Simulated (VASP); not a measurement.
# HfSi2 (Cmcm) in VASP: relaxation of cell and atoms with PBEsol

Aim: the relaxation of cell and atoms of HfSi2 with PBEsol.

Program: VASP 6.6.1. These are calculated values, not measurements. Logs are shortened: lines on timing, memory, paths and dates and some standing lists are left out, and cuts for length are marked.

## Step 1: The cell of the first run

Symmetry: Cmcm, No. 63, orthorhombic system. The conventional cell has a = 3.683 Å, b = 14.592 Å, c = 3.660 Å, α = 90.00°, β = 90.00°, γ = 90.00°. Within 3.7 Å of Hf (site symmetry m2m) lie 10 Si at 2.70 to 2.97 Å and 6 Hf at 3.58 to 3.68 Å. Within 3.2 Å of Si (site symmetry m2m) lie 2 Si at 2.42 Å and 6 Hf at 2.70 to 2.97 Å. Si (site symmetry m2m) has 8 Si at 2.60 to 3.40 Å and 4 Hf at 2.80 Å within 3.5 Å.

## Step 2: Relaxation of cell and atoms, PBEsol

The input, INCAR:

```
PREC = Accurate
ENCUT = 500
EDIFF = 1E-7
ISMEAR = 0
SIGMA = 0.1
LREAL = F
LASPH = T
NELM = 120
ALGO = Normal
ISIF = 3
LWAVE = F
LCHARG = F
GGA = PS
IBRION = 2
NSW = 70
EDIFFG = -0.005
GGA_COMPAT = F
NELMIN = 4
```

The input, KPOINTS:

```
Automatic mesh
0
Gamma
  10 10 10
```

The input, POSCAR:

```
HfSi2
1.0
    1.8412674751     -7.2960000437      0.0000000000
    1.8412674751      7.2960000437      0.0000000000
    0.0000000000      0.0000000000      3.6597920204
Hf Si
2 4
Direct
    0.8945372355      0.1054627645      0.2500000000
    0.1054627645      0.8945372355      0.7500000000
    0.5542797311      0.4457202689      0.2500000000
    0.4457202689      0.5542797311      0.7500000000
    0.2502818288      0.7497181712      0.2500000000
    0.7497181712      0.2502818288      0.7500000000
```

Potentials or basis: VASP PAW PBE potentials, release 64 (Hf_pv, Si).

Run with:

```sh
> cat potpaw_PBE.64/Hf_pv/POTCAR potpaw_PBE.64/Si/POTCAR > POTCAR
> mpirun -np 1 vasp_std > vasp.out
```

OUTCAR:

```text
PREC = Accurate
   ENCUT = 500
   EDIFF = 1E-7
   ISMEAR = 0
   LREAL = F
   LASPH = T
   NELM = 120
   ISIF = 3
   GGA = PS
   IBRION = 2
   NSW = 70
   EDIFFG = -0.005
   NELMIN = 4

 ion  position               nearest neighbor table
   1  0.895  0.105  0.250-   4 2.70   4 2.70   4 2.70   4 2.70   6 2.80   6 2.80   5 2.80   5 2.80
                             3 2.97   3 2.97   2 3.58   2 3.58
   2  0.105  0.895  0.750-   3 2.70   3 2.70   3 2.70   3 2.70   5 2.80   5 2.80   6 2.80   6 2.80
                             4 2.97   4 2.97   1 3.58   1 3.58
   3  0.554  0.446  0.250-   4 2.42   4 2.42   2 2.70   2 2.70   2 2.70   2 2.70   1 2.97   1 2.97

   4  0.446  0.554  0.750-   3 2.42   3 2.42   1 2.70   1 2.70   1 2.70   1 2.70   2 2.97   2 2.97

   5  0.250  0.750  0.250-   6 2.60   6 2.60   6 2.60   6 2.60   2 2.80   2 2.80   1 2.80   1 2.80

   6  0.750  0.250  0.750-   5 2.60   5 2.60   5 2.60   5 2.60   1 2.80   1 2.80   2 2.80   2 2.80

  LATTYP: Found a base centered orthorhombic cell.
 ALAT       =     3.6825349502
 B/A-ratio  =     3.9624878744
 C/A-ratio  =     0.9938241103

  Lattice vectors:

 A1 = (   1.8412674751,  -7.2960000437,   0.0000000000)
 A2 = (   1.8412674751,   7.2960000437,   0.0000000000)
 A3 = (   0.0000000000,   0.0000000000,   3.6597920204)

Analysis of symmetry for initial positions (statically):
=====================================================================
 Subroutine PRICEL returns:
 Original cell was already a primitive cell.

 Routine SETGRP: Setting up the symmetry group for a
 base centered orthorhombic supercell.

 Subroutine GETGRP returns: Found  8 space group operations
 (whereof  4 operations were pure point group operations)
 out of a pool of  8 trial point group operations.

The static configuration has the point symmetry C_2h.
 The point group associated with its full space group is D_2h.

Analysis of symmetry for dynamics (positions and initial velocities):
=====================================================================
 Subroutine PRICEL returns:
 Original cell was already a primitive cell.

 Routine SETGRP: Setting up the symmetry group for a
 base centered orthorhombic supercell.

 Subroutine GETGRP returns: Found  8 space group operations
 (whereof  4 operations were pure point group operations)
 out of a pool of  8 trial point group operations.

The dynamic configuration has the point symmetry C_2h.
 The point group associated with its full space group is D_2h.

 Subroutine INISYM returns: Found  8 space group operations
 (whereof  4 operations are pure point group operations),
 and found     1 'primitive' translations

----------------------------------------------------------------------------------------

                                     Primitive cell

  volume of cell :      98.3305

  direct lattice vectors                    reciprocal lattice vectors
     1.841267475 -7.296000044  0.000000000     0.271552073 -0.068530701  0.000000000
     1.841267475  7.296000044  0.000000000     0.271552073  0.068530701  0.000000000
     0.000000000  0.000000000  3.659792020     0.000000000  0.000000000  0.273239571

  length of vectors
     7.524751328  7.524751328  3.659792020     0.280066038  0.280066038  0.273239571

  position of ions in fractional coordinates (direct lattice)
     0.894537236  0.105462764  0.250000000
     0.105462764  0.894537236  0.750000000
     0.554279731  0.445720269  0.250000000
     0.445720269  0.554279731  0.750000000
     0.250281829  0.749718171  0.250000000
     0.749718171  0.250281829  0.750000000

  ion indices of the primitive-cell ions
   primitive index   ion index
                 1           1
                 2           2
                 3           3
                 4           4
                 5           5
                 6           6

----------------------------------------------------------------------------------------

 KPOINTS: Automatic mesh

Automatic generation of k-mesh.
 Grid dimensions read from file:
 generate k-points for:   10   10   10

 Generating k-lattice:

  Cartesian coordinates                     Fractional coordinates (reciprocal lattice)
     0.027155207 -0.006853070  0.000000000     0.100000000  0.000000000  0.000000000
     0.027155207  0.006853070  0.000000000     0.000000000  0.100000000  0.000000000
     0.000000000  0.000000000  0.027323957     0.000000000  0.000000000  0.100000000

  Length of vectors
     0.028006604  0.028006604  0.027323957

  Shift w.r.t. Gamma in fractional coordinates (k-lattice)
     0.000000000  0.000000000  0.000000000

 Subroutine IBZKPT returns following result:
 ===========================================

 Found    186 irreducible k-points:

 Following reciprocal coordinates:
            Coordinates               Weight
  0.000000  0.000000  0.000000      1.000000
  0.100000 -0.000000  0.000000      4.000000
  0.200000 -0.000000  0.000000      4.000000
  0.300000 -0.000000  0.000000      4.000000
  0.400000 -0.000000  0.000000      4.000000
  0.500000  0.000000  0.000000      2.000000
[... 16 lines left out ...]
  0.300000  0.300000  0.000000      2.000000
  0.400000  0.300000  0.000000      4.000000
 [... further k-points ...]
   k-points           NKPTS =    186   k-points in BZ     NKDIM =    186   number of bands    NBANDS=     22
   number of dos      NEDOS =    301   number of ions     NIONS =      6
   total plane-waves  NPLWV =  87808
   dimension x,y,z NGX =    56 NGY =   56 NGZ =   28
   dimension x,y,z NGXF=   112 NGYF=  112 NGZF=   56
   ions per type =               2   4
   NGX,Y,Z   is equivalent  to a cutoff of  12.37, 12.37, 12.72 a.u.
   NGXF,Y,Z  is equivalent  to a cutoff of  24.74, 24.74, 25.44 a.u.
 SYSTEM =  unknown system
   PREC   = accura    normal or accurate (medium, high low for compatibility)
   ISTART =      0    job   : 0-new  1-cont  2-samecut
   ICHARG =      2    charge: 1-file 2-atom 10-const
   ISPIN  =      1    spin polarized calculation?
   LNONCOLLINEAR =      F non collinear calculations
   LSORBIT =      F    spin-orbit coupling
   LASPH  =      T    aspherical Exc in radial PAW
   ENCUT  =  500.0 eV  36.75 Ry    6.06 a.u.  13.72 13.72  6.67*2*pi/ulx,y,z
   NELM   =    120;   NELMIN=  4; NELMDL= -5     # of ELM steps
   EDIFF  = 0.1E-06   stopping-criterion for ELM
   LREAL  =      F    real-space projection
   EDIFFG = -.5E-02   stopping-criterion for IOM
   NSW    =     70    number of steps for IOM
   IBRION =      2    ionic relax: 0-MD 1-quasi-New 2-CG
   NFREE  =      1    steps in history (QN), initial steepest desc. (CG)
   ISIF   =      3    stress and relaxation
   ISYM   =      2    0-nonsym 1-usesym 2-fastsym
   POTIM  = 0.5000    time-step for ionic-motion
   TEBEG  =    0.0;   TEEND  =   0.0 temperature during run
   PSTRESS=    0.0 pullay stress
   NELECT =      36.0000    total number of electrons
   NUPDOWN=      -1.0000    fix difference up-down
   EMIN   =  10.00;   EMAX   =-10.00  energy-range for DOS
   EFERMI =   0.00;   METHOD = LEGACY
   ISMEAR =     0;   SIGMA  =   0.10  broadening in eV -4-tet -1-fermi 0-gaus
   EFERMI_NEDOS =   21; number of points for ismear=-14 and -15
   IALGO  =     38    algorithm
   IMIX   =      4    mixing-type and parameters
     AMIX     =   0.40;   BMIX     =  1.00
     AMIX_MAG =   1.60;   BMIX_MAG =  1.00
  volume/ion in A,a.u.               =      16.39       110.59
  Fermi-wavevector in a.u.,A,eV,Ry     =   1.171151  2.213155 18.661684  1.371595
  Thomas-Fermi vector in A             =   2.307599
   LORBIT       =      0    0 simple, 1 ext, 2 COOP (PROOUT), +10 PAW based schemes
   GGA     = PS    functional components
   LHFCALC =     F    Hartree Fock is set to
   AEXX    =    0.0000 exact exchange contribution
   IVDW    =     0    specifies the selected vdW correction
   LEPSILON=     F    determine dielectric tensor
   LRPA    =     F    only Hartree local field effects (RPA)
 conjugate gradient relaxation of ions
 non-spin polarized calculation
 Gauss-broadening in eV      SIGMA  =   0.10
  energy-cutoff  :      500.00
  volume of cell :       98.33
 maximum number of plane-waves:      2516
   NGX = 27   NGY = 27   NGZ = 13

--------------------------------------- Ionic step        1  -------------------------------------------

 number of electron      35.9999997 magnetization

 Free energy of the ion-electron system (eV)
  ---------------------------------------------------
  ext. energy  EPLUGINS =         0.00000000
  ---------------------------------------------------
  free energy    TOTEN  =       -47.94631724 eV

  energy without entropy =      -47.93939006  energy(sigma->0) =      -47.94285365

------------------------ aborting loop because EDIFF is reached ----------------------------------------

  FORCE on cell =-STRESS in cart. coord.  units (eV):
  Direction    XX          YY          ZZ          XY          YZ          ZX
  --------------------------------------------------------------------------------------
  -------------------------------------------------------------------------------------
  Total       -2.4210041     -2.4792159     -2.3116960      0.0000000      0.0000000      0.0000000
  in kB      -39.4473642    -40.3958560    -37.6663206      0.0000000      0.0000000      0.0000000
  external PRESSURE =     -39.1698470 kB  Pullay stress =       0.0000000 kB
[... 305 lines left out ...]
  energy  without entropy=      -47.9777391337  energy(sigma->0) =      -47.98101733

--------------------------------------- Ionic step        9  -------------------------------------------

 number of electron      35.9999998 magnetization

 Free energy of the ion-electron system (eV)
  ---------------------------------------------------
  ext. energy  EPLUGINS =         0.00000000
  ---------------------------------------------------
  free energy    TOTEN  =       -47.98432087 eV

  energy without entropy =      -47.97774447  energy(sigma->0) =      -47.98103267

 E-fermi :   8.5306     XC(G=0): -11.5799

 val. band max:        8.5259930124   @ k =   0.5000   0.1000   0.0000
 cond. band min:       8.5309685427   @ k =   0.5000   0.2000   0.1000
 fundamental gap:      0.0049755302
 Fermi energy:         8.5305839585

 k-point     1 :       0.0000    0.0000    0.0000
  band No.  band energies     occupation
      1     -22.1545      2.00000
      2     -22.0573      2.00000
      3     -22.0378      2.00000
      4     -22.0166      2.00000
      5     -22.0119      2.00000
      6     -21.9800      2.00000
[... 574 lines left out ...]
      6     -21.9727      2.00000
[... 14 lines left out ...]
     21       9.4941      0.00000
     22      10.4627      0.00000

 [... further k-points ...]

------------------------ aborting loop because EDIFF is reached ----------------------------------------

  FORCE on cell =-STRESS in cart. coord.  units (eV):
  Direction    XX          YY          ZZ          XY          YZ          ZX
  --------------------------------------------------------------------------------------
  -------------------------------------------------------------------------------------
  Total       -0.0072309     -0.0058774     -0.0089297      0.0000000     -0.0000000      0.0000000
  in kB       -0.1214641     -0.0987282     -0.1499996      0.0000000     -0.0000000      0.0000000
  external PRESSURE =      -0.1233973 kB  Pullay stress =       0.0000000 kB
[... 21 lines left out ...]
  FREE ENERGIE OF THE ION-ELECTRON SYSTEM (eV)
  ---------------------------------------------------
  free  energy   TOTEN  =       -47.9843208749 eV

  energy  without entropy=      -47.9777444688  energy(sigma->0) =      -47.98103267

 reached required accuracy - stopping structural energy minimisation
```

Wall time 64 min (1 thread of Oxide Virtual Turin-like, shared host); peak memory 0.49 GiB.

Results:

* Free energy: -47.9843 eV
* Relaxed volume: 15.90 Å³/atom
* Relaxed cell: a = 7.408 Å, b = 7.408 Å, c = 3.638 Å, α = 90.00°, β = 90.00°, γ = 151.46°
* Space group after relaxing (to 0.1 Å): Cmcm (No. 63)
* Energy gained by relaxing: 6.3 meV/atom
* Ionic steps: 9
* Pressure after relaxing: 0.0 GPa
* Largest force after relaxing: 0.003 eV/Å
* Band gap on the k mesh: zero (bands 18 and 19 overlap by 0.99 eV)

Forces on the atoms (eV/Å):
```
Hf   0.000  0.003  0.000
Hf   0.000 -0.003  0.000
Si   0.000 -0.002  0.000
Si   0.000  0.002  0.000
Si   0.000 -0.003  0.000
Si   0.000  0.003  0.000
```

Step by step:
| step | energy change (eV) | largest force (eV/Å) | pressure (GPa) | volume (Å³) |
| --- | --- | --- | --- | --- |
| 1 | 0.0000 | 0.0251 | -3.92 | 98.33 |
| 2 | 0.0051 | 0.1836 | 4.69 | 92.74 |
| 3 | -0.0348 | 0.1000 | 0.00 | 95.57 |
| 4 | -0.0368 | 0.0580 | 0.00 | 95.50 |
| 5 | -0.0376 | 0.0302 | 0.00 | 95.40 |
| 6 | -0.0379 | 0.0186 | 0.01 | 95.38 |
| 7 | -0.0380 | 0.0135 | 0.01 | 95.36 |
| 8 | -0.0380 | 0.0140 | 0.01 | 95.36 |
| 9 | -0.0380 | 0.0034 | -0.01 | 95.38 |

Final structure:
```
Hf Si
1.0
     1.82621   -7.17902    0.00000
     1.82621    7.17902    0.00000
     0.00000    0.00000    3.63757
Hf Si
2 4
Cartesian
  1.8262 -5.6762 0.9094
  1.8262 5.6762 2.7282
  1.8262 -0.7902 0.9094
  1.8262 0.7902 2.7282
  1.8262 3.5868 0.9094
  1.8262 -3.5868 2.7282
```

Caveat: the PAW data sets were made with another functional, which shifts forces and pressure a little; spin-orbit coupling is left out, which moves the levels of the heavy elements.
